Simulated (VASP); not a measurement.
# Ag (P6_3/mmc) in VASP: further runs

The runs below take Ag through single point, with PBEsol.

Everything below comes from runs of VASP 6.6.1. Logs are shortened: lines on timing, memory, paths and dates and some standing lists are left out, and cuts for length are marked.

## 1. The cell of the first run

Symmetry: P6_3/mmc, No. 194, hexagonal system. The conventional cell has a = 2.867 Å, b = 2.867 Å, c = 4.878 Å, α = 90.00°, β = 90.00°, γ = 120.00°. Within 3.8 Å of Ag (site symmetry -6m2) lie 12 Ag at 2.87 to 2.95 Å.

This isn't the form of Ag at room conditions, which is fcc.

## 2. Single point, PBEsol (strain +0.000 along x and y, +0.040 along z)

INCAR

```
ALGO     = Fast           # electronic algorithm
EDIFF    = 1E-6           # SCF threshold, eV
ENCUT    = 520            # plane-wave cutoff, eV
GGA      = PS             # functional
ISIF     = 2              # what is computed and relaxed
ISMEAR   = 0              # smearing method
LASPH    = True           # aspherical terms in the spheres
LCHARG   = False          # write CHGCAR
LREAL    = False          # projectors in reciprocal space
LWAVE    = False          # write WAVECAR
NBANDS   = 18             # bands
NELM     = 60             # most SCF steps
PREC     = Accurate       # precision mode
SIGMA    = 0.15           # smearing width, eV
```

KPOINTS

```
k-points
0
Gamma
  24 24 14
```

POSCAR

```
Ag
1.0
    2.8670626684      0.0000000000      0.0000000000
   -1.4335313342      2.4829491051      0.0000000000
    0.0000000000      0.0000000000      4.8783435261
Ag
2
Direct
    0.3333333333      0.6666666667      0.2500000000
    0.6666666667      0.3333333333      0.7500000000
```

Potentials or basis: VASP PAW PBE potentials, release 64 (Ag).

Command:

```
$ cat potpaw_PBE.64/Ag/POTCAR > POTCAR
$ mpirun -np 1 vasp_std > vasp.out
```

OUTCAR:

```text
EDIFF = 1E-6
   ENCUT = 520
   GGA = PS
   ISIF = 2
   ISMEAR = 0
   LASPH = True
   LREAL = False
   NELM = 60
   PREC = Accurate

 ion  position               nearest neighbor table
   1  0.333  0.667  0.250-   2 2.95   2 2.95   2 2.95   2 2.95   2 2.95   2 2.95
   2  0.667  0.333  0.750-   1 2.95   1 2.95   1 2.95   1 2.95   1 2.95   1 2.95

  LATTYP: Found a hexagonal cell.
 ALAT       =     2.8670626684
 C/A-ratio  =     1.7015126945

  Lattice vectors:

 A1 = (   2.8670626684,   0.0000000000,   0.0000000000)
 A2 = (  -1.4335313342,   2.4829491051,   0.0000000000)
 A3 = (   0.0000000000,   0.0000000000,   4.8783435261)

Analysis of symmetry for initial positions (statically):
=====================================================================
 Subroutine PRICEL returns:
 Original cell was already a primitive cell.

 Routine SETGRP: Setting up the symmetry group for a
 hexagonal supercell.

 Subroutine GETGRP returns: Found 24 space group operations
 (whereof 12 operations were pure point group operations)
 out of a pool of 24 trial point group operations.

The static configuration has the point symmetry D_3d.
 The point group associated with its full space group is D_6h.

Analysis of symmetry for dynamics (positions and initial velocities):
=====================================================================
 Subroutine PRICEL returns:
 Original cell was already a primitive cell.

 Routine SETGRP: Setting up the symmetry group for a
 hexagonal supercell.

 Subroutine GETGRP returns: Found 24 space group operations
 (whereof 12 operations were pure point group operations)
 out of a pool of 24 trial point group operations.

The dynamic configuration has the point symmetry D_3d.
 The point group associated with its full space group is D_6h.

 Subroutine INISYM returns: Found 24 space group operations
 (whereof 12 operations are pure point group operations),
 and found     1 'primitive' translations

----------------------------------------------------------------------------------------

                                     Primitive cell

  volume of cell :      34.7278

  direct lattice vectors                    reciprocal lattice vectors
     2.867062668  0.000000000  0.000000000     0.348789028  0.201373439  0.000000000
    -1.433531334  2.482949105  0.000000000     0.000000000  0.402746878  0.000000000
     0.000000000  0.000000000  4.878343526     0.000000000  0.000000000  0.204987614

  length of vectors
     2.867062668  2.867062668  4.878343526     0.402746878  0.402746878  0.204987614

  position of ions in fractional coordinates (direct lattice)
     0.333333333  0.666666667  0.250000000
     0.666666667  0.333333333  0.750000000

  ion indices of the primitive-cell ions
   primitive index   ion index
                 1           1
                 2           2

----------------------------------------------------------------------------------------

 KPOINTS: k-points

Automatic generation of k-mesh.
 Grid dimensions read from file:
 generate k-points for:   24   24   14

 Generating k-lattice:

  Cartesian coordinates                     Fractional coordinates (reciprocal lattice)
     0.014532876  0.008390560  0.000000000     0.041666667  0.000000000  0.000000000
     0.000000000  0.016781120  0.000000000     0.000000000  0.041666667  0.000000000
     0.000000000  0.000000000  0.014641972     0.000000000  0.000000000  0.071428571

  Length of vectors
     0.016781120  0.016781120  0.014641972

  Shift w.r.t. Gamma in fractional coordinates (k-lattice)
     0.000000000  0.000000000  0.000000000

 Subroutine IBZKPT returns following result:
 ===========================================

 Found    488 irreducible k-points:

 Following reciprocal coordinates:
            Coordinates               Weight
  0.000000  0.000000  0.000000      1.000000
  0.041667  0.000000  0.000000      6.000000
  0.083333  0.000000  0.000000      6.000000
  0.125000  0.000000  0.000000      6.000000
  0.166667  0.000000  0.000000      6.000000
  0.208333  0.000000  0.000000      6.000000
[... 16 lines left out ...]
  0.416667  0.041667  0.000000     12.000000
  0.458333  0.041667  0.000000     12.000000
 [... further k-points ...]
   k-points           NKPTS =    488   k-points in BZ     NKDIM =    488   number of bands    NBANDS=     18
   number of dos      NEDOS =    301   number of ions     NIONS =      2
   total plane-waves  NPLWV =  20736
   dimension x,y,z NGX =    24 NGY =   24 NGZ =   36
   dimension x,y,z NGXF=    48 NGYF=   48 NGZF=   72
   ions per type =               2
   NGX,Y,Z   is equivalent  to a cutoff of  13.92, 13.92, 12.27 a.u.
   NGXF,Y,Z  is equivalent  to a cutoff of  27.83, 27.83, 24.54 a.u.
 SYSTEM =  unknown system
   PREC   = accura    normal or accurate (medium, high low for compatibility)
   ISTART =      0    job   : 0-new  1-cont  2-samecut
   ICHARG =      2    charge: 1-file 2-atom 10-const
   ISPIN  =      1    spin polarized calculation?
   LNONCOLLINEAR =      F non collinear calculations
   LSORBIT =      F    spin-orbit coupling
   LASPH  =      T    aspherical Exc in radial PAW
   ENCUT  =  520.0 eV  38.22 Ry    6.18 a.u.   5.33  5.33  9.07*2*pi/ulx,y,z
   NELM   =     60;   NELMIN=  2; NELMDL= -5     # of ELM steps
   EDIFF  = 0.1E-05   stopping-criterion for ELM
   LREAL  =      F    real-space projection
   EDIFFG = 0.1E-04   stopping-criterion for IOM
   NSW    =      0    number of steps for IOM
   IBRION =     -1    ionic relax: 0-MD 1-quasi-New 2-CG
   NFREE  =      0    steps in history (QN), initial steepest desc. (CG)
   ISIF   =      2    stress and relaxation
   ISYM   =      2    0-nonsym 1-usesym 2-fastsym
   POTIM  = 0.5000    time-step for ionic-motion
   TEBEG  =    0.0;   TEEND  =   0.0 temperature during run
   PSTRESS=    0.0 pullay stress
   NELECT =      22.0000    total number of electrons
   NUPDOWN=      -1.0000    fix difference up-down
   EMIN   =  10.00;   EMAX   =-10.00  energy-range for DOS
   EFERMI =   0.00;   METHOD = LEGACY
   ISMEAR =     0;   SIGMA  =   0.15  broadening in eV -4-tet -1-fermi 0-gaus
   EFERMI_NEDOS =   21; number of points for ismear=-14 and -15
   IALGO  =     68    algorithm
   IMIX   =      4    mixing-type and parameters
     AMIX     =   0.40;   BMIX     =  1.00
     AMIX_MAG =   1.60;   BMIX_MAG =  1.00
  volume/ion in A,a.u.               =      17.36       117.18
  Fermi-wavevector in a.u.,A,eV,Ry     =   1.406015  2.656983 26.897058  1.976878
  Thomas-Fermi vector in A             =   2.528418
   LORBIT       =      0    0 simple, 1 ext, 2 COOP (PROOUT), +10 PAW based schemes
   GGA     = PS    functional components
   LHFCALC =     F    Hartree Fock is set to
   AEXX    =    0.0000 exact exchange contribution
   IVDW    =     0    specifies the selected vdW correction
   LEPSILON=     F    determine dielectric tensor
   LRPA    =     F    only Hartree local field effects (RPA)
 non-spin polarized calculation
 RMM-DIIS sequential band-by-band and
 Gauss-broadening in eV      SIGMA  =   0.15
  energy-cutoff  :      520.00
  volume of cell :       34.73
 maximum number of plane-waves:       954
 NGX is ok and might be reduce to    24
   NGX = 11   NGY = 11   NGZ = 19

 number of electron      21.9999994 magnetization

 Free energy of the ion-electron system (eV)
  ---------------------------------------------------
  ext. energy  EPLUGINS =         0.00000000
  ---------------------------------------------------
  free energy    TOTEN  =        -6.58322105 eV

  energy without entropy =       -6.57654036  energy(sigma->0) =       -6.57988071

 E-fermi :   7.9850     XC(G=0): -12.3014

 val. band max:        7.9690376892   @ k =   0.3333   0.1667   0.2857
 cond. band min:       7.9927972168   @ k =   0.3750   0.1250   0.2857
 fundamental gap:      0.0237595276
 Fermi energy:         7.9849863750

 k-point     1 :       0.0000    0.0000    0.0000
  band No.  band energies     occupation
      1       0.2839      2.00000
      2       1.6565      2.00000
      3       3.1046      2.00000
      4       3.3530      2.00000
      5       3.3530      2.00000
      6       3.5517      2.00000
[... 10 lines left out ...]
     17      26.6640      0.00000
     18      26.6640      0.00000

 k-point     2 :       0.0417    0.0000    0.0000
  band No.  band energies     occupation
      1       0.3336      2.00000
      2       1.6879      2.00000
      3       3.0999      2.00000
      4       3.3559      2.00000
      5       3.3797      2.00000
      6       3.5393      2.00000
[... 10 lines left out ...]
     17      26.2163      0.00000
     18      26.6024      0.00000

 k-point     3 :       0.0833    0.0000    0.0000
  band No.  band energies     occupation
      1       0.4804      2.00000
      2       1.7779      2.00000
      3       3.0769      2.00000
      4       3.3737      2.00000
      5       3.4584      2.00000
      6       3.5098      2.00000
[... 10 lines left out ...]
     17      25.3445      0.00000
     18      26.7758      0.00000

 k-point     4 :       0.1250    0.0000    0.0000
  band No.  band energies     occupation
      1       0.7166      2.00000
      2       1.9113      2.00000
      3       3.0293      2.00000
      4       3.3861      2.00000
      5       3.5145      2.00000
      6       3.5860      2.00000
[... 375 lines left out ...]
      4       3.4450      2.00000
      5       3.5894      2.00000
      6       3.6157      2.00000
[... 10 lines left out ...]
     17      19.5678      0.00000
     18      24.0356      0.00000

 k-point    23 :       0.4167    0.0417    0.0000
  band No.  band energies     occupation
      1       1.8023      2.00000
      2       2.0963      2.00000
      3       2.1844      2.00000
      4       3.4194      2.00000
      5       3.5324      2.00000
      6       3.6897      2.00000
[... 10 lines left out ...]
     17      18.8931      0.00000
     18      23.8172      0.00000

 k-point    24 :       0.4583    0.0417    0.0000
  band No.  band energies     occupation
      1       1.7709      2.00000
      2       2.0817      2.00000
      3       2.1362      2.00000
      4       3.4087      2.00000
      5       3.5008      2.00000
      6       3.7288      2.00000
[... 10 lines left out ...]
     17      18.7204      0.00000
     18      23.7067      0.00000

 [... further k-points ...]

------------------------ aborting loop because EDIFF is reached ----------------------------------------

  FORCE on cell =-STRESS in cart. coord.  units (eV):
  Direction    XX          YY          ZZ          XY          YZ          ZX
  --------------------------------------------------------------------------------------
  -------------------------------------------------------------------------------------
  Total       -0.6703959     -0.6703959     -1.4023239      0.0000000     -0.0000000     -0.0000000
  in kB      -30.9289040    -30.9289040    -64.6966108      0.0000000     -0.0000000     -0.0000000
  external PRESSURE =     -42.1848063 kB  Pullay stress =       0.0000000 kB

 VOLUME and BASIS-vectors are now :
 -----------------------------------------------------------------------------
  energy-cutoff  :      520.00
  volume of cell :       34.73
      direct lattice vectors                 reciprocal lattice vectors
     2.867062668  0.000000000  0.000000000     0.348789028  0.201373439  0.000000000
    -1.433531334  2.482949105  0.000000000     0.000000000  0.402746878  0.000000000
     0.000000000  0.000000000  4.878343526     0.000000000  0.000000000  0.204987614

 POSITION                                       TOTAL-FORCE (eV/Angst)
 -----------------------------------------------------------------------------------
     -0.00000      1.65530      1.21959        -0.000000     -0.000000      0.000000
      1.43353      0.82765      3.65876         0.000000      0.000000      0.000000
 -----------------------------------------------------------------------------------
    total drift:                               -0.000000      0.000000     -0.000000

  FREE ENERGIE OF THE ION-ELECTRON SYSTEM (eV)
  ---------------------------------------------------
  free  energy   TOTEN  =        -6.5832210508 eV

  energy  without entropy=       -6.5765403593  energy(sigma->0) =       -6.57988071
```

Wall time 89 s (1 thread of Intel Xeon 6975P-C (Granite Rapids), shared host); peak memory 0.35 GiB.

What came out:

- Free energy: -6.5832 eV
- Pressure: -4.2 GPa
- Band gap on the k mesh: zero (bands 11 and 12 overlap by 7.55 eV)

Caveat: the cell differs from its parent crystal (strain +0.000 along x and y, +0.040 along z); the cell stands under tension; the PAW data sets were made with another functional, which shifts forces and pressure a little.

## 3. Single point, PBEsol (strain +0.040 along x and y, -0.040 along z)

INCAR

```
SYSTEM = Ag
ALGO = Fast
EDIFF = 1E-6
ENCUT = 520
GGA = PS
ISIF = 2
ISMEAR = 0
LASPH = .TRUE.
LCHARG = .FALSE.
LREAL = .FALSE.
LWAVE = .FALSE.
NBANDS = 18
NELM = 80
PREC = Accurate
SIGMA = 0.15
```

KPOINTS

```
k-points
0
G
  24 24 14
  0 0 0
```

POSCAR

```
Ag
1.0
    2.9817451752      0.0000000000      0.0000000000
   -1.4908725876      2.5822670693      0.0000000000
    0.0000000000      0.0000000000      4.5030863317
Ag
2
Direct
    0.3333333333      0.6666666667      0.2500000000
    0.6666666667      0.3333333333      0.7500000000
```

Potentials or basis: VASP PAW PBE potentials, release 64 (Ag).

Command:

```
$ cat potpaw_PBE.64/Ag/POTCAR > POTCAR
$ mpirun -np 1 vasp_std > vasp.out
```

Run time: 86 s. Hardware: 1 thread of Intel Xeon 6975P-C (Granite Rapids), shared host; peak memory 0.35 GiB.

It converged, with:

```yaml
Free_energy: -6.5473 eV
Pressure: -3.4 GPa
Band_gap_on_the_k_mesh: zero (bands 11 and 12 overlap by 6.99 eV)
```

Stress tensor (GPa, compression positive):
```
-5.74  0.00  0.00
 0.00 -5.74  0.00
 0.00  0.00  1.14
```

Levels at points of the mesh, in eV from the Fermi level:
```
           k point  band 8  band 9  band 10  band 11  band 12  band 13  band 14  band 15
(0.00, 0.00, 0.00)   -4.33   -4.33    -3.04    -3.04     0.20     4.55    14.97    16.78
(0.50, 0.00, 0.00)   -3.14   -2.92    -2.74    -0.17     1.12     7.29     7.42     9.59
(0.00, 0.00, 0.50)   -4.33   -3.34    -3.34    -3.34    -3.34    12.68    12.68    15.37
(0.50, 0.00, 0.50)   -3.13   -2.99    -2.99     0.63     0.63     4.31     4.31    12.90
```

Caveat: the cell differs from its parent crystal (strain +0.040 along x and y, -0.040 along z); the stress differs along the axes, from -6 to 1 GPa; the PAW data sets were made with another functional, which shifts forces and pressure a little.

## 4. Single point, PBEsol (strain +0.080 along x and y, -0.080 along z)

INCAR

```
ALGO = Fast ; EDIFF = 1E-7
ENCUT = 520 ; GGA = PS
ISIF = 2 ; ISMEAR = 0
LASPH = True ; LCHARG = True
LELF = True ; LREAL = False
LVHAR = True ; LWAVE = False
NBANDS = 18 ; NELM = 80
PREC = Accurate ; SIGMA = 0.15
```

KPOINTS

```
k-points
0
Gamma
  24 24 14
```

POSCAR

```
Ag
1.0
    3.0964276819      0.0000000000      0.0000000000
   -1.5482138409      2.6815850335      0.0000000000
    0.0000000000      0.0000000000      4.3154577346
Ag
2
Direct
    0.3333333333      0.6666666667      0.2500000000
    0.6666666667      0.3333333333      0.7500000000
```

Command:

```
$ cat potpaw_PBE.64/Ag/POTCAR > POTCAR
$ mpirun -np 1 vasp_std > vasp.out
```

Run time: 88 s. Hardware: 1 thread of Intel Xeon 6975P-C (Granite Rapids), shared host; peak memory 0.35 GiB.

The run converged. Its results:

| Item | Value |
| --- | --- |
| Free energy | -6.4181 eV |
| Pressure | -4.4 GPa |
| Band gap on the k mesh | zero (bands 11 and 12 overlap by 6.50 eV) |

Stress tensor (GPa, compression positive):
```
-7.70  0.00  0.00
 0.00 -7.70  0.00
 0.00  0.00  2.25
```

Levels at points of the mesh, in eV from the Fermi level:
```csv
k point,band 9,band 10,band 11,band 12,band 13,band 14
"(0.00, 0.00, 0.00)",-3.98,-2.98,-2.98,1.01,5.53,14.30
"(0.50, 0.00, 0.00)",-3.01,-2.59,-0.42,0.68,7.76,7.84
"(0.00, 0.00, 0.50)",-3.22,-3.22,-3.22,-3.22,13.97,13.97
"(0.50, 0.00, 0.50)",-3.09,-3.09,0.61,0.61,4.06,4.06
```

Caveat: the cell differs from its parent crystal (strain +0.080 along x and y, -0.080 along z); the stress differs along the axes, from -8 to 2 GPa; the PAW data sets were made with another functional, which shifts forces and pressure a little.

## 5. Single point, PBEsol (strain +0.000 along x and y, +0.080 along z)

INCAR

```
SYSTEM = Ag
PREC = Accurate
ENCUT = 520
EDIFF = 1E-6
ISMEAR = 0
SIGMA = 0.15
LREAL = .FALSE.
LASPH = .TRUE.
NELM = 80
ALGO = Fast
ISIF = 2
LWAVE = .FALSE.
LCHARG = .FALSE.
GGA = PS
NBANDS = 18
```

KPOINTS

```
Automatic mesh
0
G
  24 24 14
  0 0 0
```

POSCAR

```
Ag
1.0
    2.8670626684      0.0000000000      0.0000000000
   -1.4335313342      2.4829491051      0.0000000000
    0.0000000000      0.0000000000      5.0659721232
Ag
2
Direct
    0.3333333333      0.6666666667      0.2500000000
    0.6666666667      0.3333333333      0.7500000000
```

Command:

```
$ cat potpaw_PBE.64/Ag/POTCAR > POTCAR
$ mpirun -np 1 vasp_std > vasp.out
```

It took 1.7 min on 1 thread of Intel Xeon 6975P-C (Granite Rapids), shared host; peak memory 0.36 GiB.

The run converged. Its results:

```
Free energy            : -6.5114 eV
Pressure               : -6.8 GPa
Band gap on the k mesh : zero (bands 11 and 12 overlap by 7.58 eV)
```

Stress tensor (GPa, compression positive):
```
 -4.87   0.00   0.00
  0.00  -4.87   0.00
  0.00   0.00 -10.73
```

Levels at points of the mesh, in eV from the Fermi level:
```
           k point  band 7  band 8  band 9  band 10  band 11  band 12  band 13  band 14  band 15  band 16
(0.00, 0.00, 0.00)   -4.37   -3.72   -3.72    -3.04    -3.04    -0.81     2.28    15.61    16.05    17.83
(0.50, 0.00, 0.00)   -3.56   -2.98   -2.73    -2.66     0.31     1.71     6.18     6.58     8.45     9.66
(0.00, 0.00, 0.50)   -4.48   -4.48   -3.30    -3.30    -3.30    -3.30     9.08     9.08    16.38    16.38
(0.50, 0.00, 0.50)   -3.10   -3.10   -2.69    -2.69     0.87     0.87     4.47     4.47    12.67    12.67
```

Caveat: the cell differs from its parent crystal (strain +0.000 along x and y, +0.080 along z); the stress differs along the axes, from -11 to -5 GPa; the PAW data sets were made with another functional, which shifts forces and pressure a little.

## 6. Overview

```tsv
cell	further INCAR settings	gap on the mesh (eV)	pressure (GPa)
a = 2.867, b = 2.867, c = 4.878 Å, angles 90.0, 90.0, 120.0°, 2 atoms	ALGO = Fast; EDIFF = 1e-06; NBANDS = 18	none	-4.2
a = 2.982, b = 2.982, c = 4.503 Å, angles 90.0, 90.0, 120.0°, 2 atoms	ALGO = Fast; EDIFF = 1e-06; NBANDS = 18	none	-3.4
a = 3.096, b = 3.096, c = 4.315 Å, angles 90.0, 90.0, 120.0°, 2 atoms	ALGO = Fast; EDIFF = 1e-07; NBANDS = 18	none	-4.4
a = 2.867, b = 2.867, c = 5.066 Å, angles 90.0, 90.0, 120.0°, 2 atoms	ALGO = Fast; EDIFF = 1e-06; NBANDS = 18	none	-6.8
```

Alike in all rows: task single point; level PBEsol; potentials or basis VASP PAW PBE potentials, release 64 (Ag); no spin polarisation; k mesh 24 × 24 × 14; cutoff (eV) 520; smearing gaussian 0.15 eV.

Caveats: the PAW data sets were made with another functional, which shifts forces and pressure a little; the cell stands under tension (at least some runs); the stress differs along the axes, from -6 to 1 GPa (at least some runs); the stress differs along the axes, from -8 to 2 GPa (at least some runs); the stress differs along the axes, from -11 to -5 GPa (at least some runs).

Total energies depend on the potentials used, so only differences within one code and one set of settings carry meaning.

The gap in the log of VASP goes by the Fermi energy; the results here count the filled bands.